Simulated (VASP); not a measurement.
# Cs (P6_3/mmc) in VASP: notebook, part 2 of 2

VASP 6.6.1. The steps go on from the part before.

### Step 3. Single point, BLYP (volume scaled by 0.92)

INCAR

```
SYSTEM = Cs
PREC = Accurate ; ENCUT = 520
EDIFF = 1E-6 ; ISMEAR = -1
SIGMA = 0.1 ; LREAL = .FALSE.
LASPH = .TRUE. ; NELM = 100
ALGO = Normal ; ISIF = 2
LWAVE = .FALSE. ; LCHARG = .FALSE.
GGA = B5 ; ALDAX = 1.0
AGGAX = 1.0 ; AGGAC = 1.0
ALDAC = 0.0 ; NBANDS = 16
```

KPOINTS

```
Automatic mesh
0
G
  8 8 4
  0 0 0
```

POSCAR

```
Cs
1.0
    5.4541037349      0.0000000000      0.0000000000
   -2.7270518675      4.7233923893      0.0000000000
    0.0000000000      0.0000000000      8.9188825685
Cs
2
Direct
    0.3333333333      0.6666666667      0.2500000000
    0.6666666667      0.3333333333      0.7500000000
```

Potentials or basis: VASP PAW PBE potentials, release 64 (Cs_sv).

Command:

```bash
$ cat potpaw_PBE.64/Cs_sv/POTCAR > POTCAR
$ mpirun -np 1 vasp_std > vasp.out
```

OUTCAR:

```text
SYSTEM = Cs
   PREC = Accurate
   ENCUT = 520
   EDIFF = 1E-6
   ISMEAR = -1
   LREAL = .FALSE.
   LASPH = .TRUE.
   NELM = 100
   ISIF = 2
   GGA = B5

 ion  position               nearest neighbor table
   1  0.333  0.667  0.250-
   2  0.667  0.333  0.750-

  LATTYP: Found a hexagonal cell.
 ALAT       =     5.4541037349
 C/A-ratio  =     1.6352608975

  Lattice vectors:

 A1 = (   5.4541037349,   0.0000000000,   0.0000000000)
 A2 = (  -2.7270518675,   4.7233923893,   0.0000000000)
 A3 = (   0.0000000000,   0.0000000000,   8.9188825685)

Analysis of symmetry for initial positions (statically):
=====================================================================
 Subroutine PRICEL returns:
 Original cell was already a primitive cell.

 Routine SETGRP: Setting up the symmetry group for a
 hexagonal supercell.

 Subroutine GETGRP returns: Found 24 space group operations
 (whereof 12 operations were pure point group operations)
 out of a pool of 24 trial point group operations.

The static configuration has the point symmetry D_3d.
 The point group associated with its full space group is D_6h.

Analysis of symmetry for dynamics (positions and initial velocities):
=====================================================================
 Subroutine PRICEL returns:
 Original cell was already a primitive cell.

 Routine SETGRP: Setting up the symmetry group for a
 hexagonal supercell.

 Subroutine GETGRP returns: Found 24 space group operations
 (whereof 12 operations were pure point group operations)
 out of a pool of 24 trial point group operations.

The dynamic configuration has the point symmetry D_3d.
 The point group associated with its full space group is D_6h.

 Subroutine INISYM returns: Found 24 space group operations
 (whereof 12 operations are pure point group operations),
 and found     1 'primitive' translations

[... 106 lines left out ...]
   NUPDOWN=      -1.0000    fix difference up-down
   EMIN   =  10.00;   EMAX   =-10.00  energy-range for DOS
   EFERMI =   0.00;   METHOD = LEGACY
   ISMEAR =    -1;   SIGMA  =   0.10  broadening in eV -4-tet -1-fermi 0-gaus
   EFERMI_NEDOS =   21; number of points for ismear=-14 and -15
   IALGO  =     38    algorithm
   IMIX   =      4    mixing-type and parameters
     AMIX     =   0.40;   BMIX     =  1.00
     AMIX_MAG =   1.60;   BMIX_MAG =  1.00
  volume/ion in A,a.u.               =     114.88       775.27
  Fermi-wavevector in a.u.,A,eV,Ry     =   0.700492  1.323738  6.676226  0.490689
  Thomas-Fermi vector in A             =   1.784660
   LORBIT       =      0    0 simple, 1 ext, 2 COOP (PROOUT), +10 PAW based schemes
   GGA     = B5    functional components
   LHFCALC =     F    Hartree Fock is set to
   AEXX    =    0.0000 exact exchange contribution
   IVDW    =     0    specifies the selected vdW correction
   LEPSILON=     F    determine dielectric tensor
   LRPA    =     F    only Hartree local field effects (RPA)
 non-spin polarized calculation
  energy-cutoff  :      520.00
  volume of cell :      229.77
 maximum number of plane-waves:      6243
 NGX is ok and might be reduce to    42
   NGX = 21   NGY = 21   NGZ = 33

 number of electron      18.0000001 magnetization

 Free energy of the ion-electron system (eV)
  ---------------------------------------------------
  ext. energy  EPLUGINS =         0.00000000
  ---------------------------------------------------
  free energy    TOTEN  =        -1.07984110 eV

  energy without entropy =       -0.99635286  energy(sigma->0) =       -1.03809698

 E-fermi :   0.8850     XC(G=0):  -4.9890

 val. band max:        0.8504360965   @ k =   0.3750   0.1250   0.2500
 cond. band min:       0.8876957666   @ k =   0.5000  -0.0000   0.2500
 fundamental gap:      0.0372596702
 Fermi energy:         0.8850104832

 k-point     1 :       0.0000    0.0000    0.0000
  band No.  band energies     occupation
      1     -23.0522      2.00000
      2     -23.0460      2.00000
      3      -9.9760      2.00000
      4      -9.8584      2.00000
      5      -9.8584      2.00000
      6      -9.8395      2.00000
[... 433 lines left out ...]
      3      -9.9577      2.00000
      4      -9.9577      2.00000
      5      -9.8766      2.00000
      6      -9.8766      2.00000
[... 8 lines left out ...]
     15       3.5674      0.00000
     16       3.5674      0.00000

 [... further k-points ...]
[... 5 lines left out ...]
  --------------------------------------------------------------------------------------
  -------------------------------------------------------------------------------------
  Total        0.2442055      0.2442055      0.2098068     -0.0000000     -0.0000000      0.0000000
  in kB        1.7028571      1.7028571      1.4629930     -0.0000000     -0.0000000      0.0000000
  external PRESSURE =       1.6229024 kB  Pullay stress =       0.0000000 kB

 VOLUME and BASIS-vectors are now :
 -----------------------------------------------------------------------------
  energy-cutoff  :      520.00
  volume of cell :      229.77
      direct lattice vectors                 reciprocal lattice vectors
     5.454103735  0.000000000  0.000000000     0.183348181  0.105856122  0.000000000
    -2.727051868  4.723392389  0.000000000     0.000000000  0.211712244  0.000000000
     0.000000000  0.000000000  8.918882569     0.000000000  0.000000000  0.112121669

 POSITION                                       TOTAL-FORCE (eV/Angst)
 -----------------------------------------------------------------------------------
     -0.00000      3.14893      2.22972        -0.000000      0.000000      0.000000
      2.72705      1.57446      6.68916         0.000000     -0.000000      0.000000
 -----------------------------------------------------------------------------------
    total drift:                               -0.000000      0.000000     -0.000000

  FREE ENERGIE OF THE ION-ELECTRON SYSTEM (eV)
  ---------------------------------------------------
  free  energy   TOTEN  =        -1.0798411043 eV

  energy  without entropy=       -0.9963528632  energy(sigma->0) =       -1.03809698
```

OSZICAR:

```text
N       E                     dE             d eps       ncg     rms          rms(c)
DAV:   1     0.136053481931E+03    0.13605E+03   -0.59987E+03   960   0.816E+02
DAV:   2     0.161773758092E+02   -0.11988E+03   -0.11548E+03  1464   0.150E+02
DAV:   3    -0.708242853025E+00   -0.16886E+02   -0.16825E+02  1232   0.613E+01
DAV:   4    -0.108481529274E+01   -0.37657E+00   -0.37651E+00  1280   0.107E+01
DAV:   5    -0.108784517410E+01   -0.30299E-02   -0.30299E-02  1304   0.966E-01    0.348E-01
DAV:   6    -0.108151042514E+01    0.63347E-02   -0.81717E-03  1256   0.399E-01    0.180E-01
DAV:   7    -0.107950560074E+01    0.20048E-02   -0.72332E-03  1144   0.357E-01    0.607E-02
DAV:   8    -0.107973453652E+01   -0.22894E-03   -0.58860E-04  1264   0.739E-02    0.130E-02
DAV:   9    -0.107980560507E+01   -0.71069E-04   -0.10243E-04  1200   0.248E-02    0.810E-03
DAV:  10    -0.107983786384E+01   -0.32259E-04   -0.13765E-04  1088   0.254E-02    0.375E-03
DAV:  11    -0.107984027684E+01   -0.24130E-05   -0.22491E-05  1200   0.141E-02    0.277E-03
DAV:  12    -0.107984110434E+01   -0.82750E-06   -0.20979E-06  1096   0.634E-03
   1 F= -.10798411E+01 E0= -.10380970E+01  d E =-.834882E-01
```

Run time: 3.1 min. Hardware: 1 thread of Oxide Virtual Turin-like, shared host; peak memory 0.33 GiB.

What came out:

```
Free energy            : -1.0798 eV
Pressure               : 0.2 GPa
Band gap on the k mesh : zero (band 9 reaches 1.46 eV, above the bottom of band 10 at -0.16 eV)
```

Levels at points of the mesh, in eV from the Fermi level:
| k point | band 6 | band 7 | band 8 | band 9 | band 10 | band 11 | band 12 | band 13 |
| --- | --- | --- | --- | --- | --- | --- | --- | --- |
| (0.00, 0.00, 0.00) | -10.72 | -10.72 | -10.72 | -1.66 | -0.09 | 0.93 | 2.24 | 2.24 |
| (0.50, 0.00, 0.00) | -10.77 | -10.76 | -10.74 | -0.05 | 0.43 | 0.81 | 0.95 | 1.63 |
| (0.00, 0.00, 0.50) | -10.73 | -10.73 | -10.73 | -1.04 | -1.04 | 1.58 | 1.58 | 2.24 |
| (0.50, 0.00, 0.50) | -10.76 | -10.76 | -10.76 | 0.15 | 0.15 | 1.01 | 1.01 | 1.61 |

Caveat: the PAW data sets were made with another functional, which shifts forces and pressure a little; spin-orbit coupling is left out, which moves the levels of the heavy elements.

### Step 4. Single point, BLYP (volume scaled by 0.96)

INCAR

```
PREC = Accurate ; ENCUT = 520
EDIFF = 1E-7 ; ISMEAR = -1
SIGMA = 0.1 ; LREAL = F
LASPH = T ; NELM = 80
ALGO = Normal ; ISIF = 2
LWAVE = F ; LCHARG = T
GGA = B5 ; ALDAX = 1.0
AGGAX = 1.0 ; AGGAC = 1.0
ALDAC = 0.0 ; LELF = T
LVHAR = T ; NBANDS = 16
```

KPOINTS

```
regular mesh
0
Gamma
  8 8 4
```

POSCAR

```
Cs
1.0
    5.5320300308      0.0000000000      0.0000000000
   -2.7660150154      4.7908785412      0.0000000000
    0.0000000000      0.0000000000      9.0463123931
Cs
2
Direct
    0.3333333333      0.6666666667      0.2500000000
    0.6666666667      0.3333333333      0.7500000000
```

Command:

```bash
$ cat potpaw_PBE.64/Cs_sv/POTCAR > POTCAR
$ mpirun -np 1 vasp_std > vasp.out
```

Run time: 3.9 min. Hardware: 1 thread of Oxide Virtual Turin-like, shared host; peak memory 0.33 GiB.

It converged, with:

| Item | Value |
| --- | --- |
| Free energy | -1.0877 eV |
| Pressure | 0.1 GPa |
| Band gap on the k mesh | zero (band 9 reaches 1.35 eV, above the bottom of band 10 at -0.24 eV) |

Levels at points of the mesh, in eV from the Fermi level:
| k point | band 6 | band 7 | band 8 | band 9 | band 10 | band 11 | band 12 | band 13 |
| --- | --- | --- | --- | --- | --- | --- | --- | --- |
| (0.00, 0.00, 0.00) | -10.75 | -10.75 | -10.75 | -1.61 | -0.08 | 0.89 | 2.22 | 2.22 |
| (0.50, 0.00, 0.00) | -10.79 | -10.78 | -10.77 | -0.05 | 0.42 | 0.84 | 0.95 | 1.60 |
| (0.00, 0.00, 0.50) | -10.76 | -10.76 | -10.76 | -1.02 | -1.02 | 1.57 | 1.57 | 2.21 |
| (0.50, 0.00, 0.50) | -10.78 | -10.78 | -10.78 | 0.17 | 0.17 | 0.98 | 0.98 | 1.60 |

Caveat: the PAW data sets were made with another functional, which shifts forces and pressure a little; spin-orbit coupling is left out, which moves the levels of the heavy elements.

### Step 5. The runs side by side

```tsv
cell	gap on the mesh (eV)	pressure (GPa)
a = 5.374, b = 5.374, c = 8.788 Å, angles 90.0, 90.0, 120.0°, 2 atoms	none	0.3
a = 5.454, b = 5.454, c = 8.919 Å, angles 90.0, 90.0, 120.0°, 2 atoms	none	0.2
a = 5.532, b = 5.532, c = 9.046 Å, angles 90.0, 90.0, 120.0°, 2 atoms	none	0.1
```

Alike in all rows: task single point; level BLYP; potentials or basis VASP PAW PBE potentials, release 64 (Cs_sv); no spin polarisation; k mesh 8 × 8 × 4; cutoff (eV) 520; smearing fermi-dirac 0.1 eV.

Caveats: the PAW data sets were made with another functional, which shifts forces and pressure a little; spin-orbit coupling is left out, which moves the levels of the heavy elements.

Absolute energies hang on the potentials; compare differences alone.
